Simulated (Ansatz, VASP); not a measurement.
**Two plane-wave programs on AlNi3**

```
Al Ni
1.0
     3.52831    0.00000    0.00000
     0.00000    3.52831    0.00000
     0.00000    0.00000    3.52831
Al Ni
1 3
Direct
  0.00000 0.00000 0.00000
  0.50000 0.50000 0.00000
  0.00000 0.50000 0.50000
  0.50000 0.00000 0.50000
```

Alike in both runs: functional r2SCAN; k mesh 6 × 6 × 6; occupations gaussian, width 0.1 eV; collinear spin.

Ansatz relaxed the structure, and its values are those at the end. VASP's run is a single point on that final structure, the one shown.

```csv
,VASP,Ansatz
version,VASP 6.6.1,Ansatz 0.2.0
potentials or method,"VASP PAW PBE potentials, release 64 (Al, Ni), cutoff 520 eV","scalar-relativistic, plane waves, PAW"
valence electrons in the cell,33,57
```

Ansatz gave:

```
gap on the k mesh at the Fermi level (eV)                     : none
pressure (GPa)                                                : -0.4
net moment per atom (μB)                                      : 0.21
size of the moment on the site where the two differ most (μB) : 0.35
```

Question: What did VASP give for the same quantities?

Answer: gap on the k mesh at the Fermi level (eV): none; pressure (GPa): -0.1; net moment per atom (μB): 0.21; size of the moment on the site where the two differ most (μB): 0.32.

VASP's potentials were made for PBE, not for r2SCAN. Site moments also hang on the region over which each program counts them. A gap of «none» marks a metal or a gap that the smearing closes. VASP's potentials hold 33 valence electrons a cell and Ansatz's 57, so a difference there can come from the potentials and not from the codes.
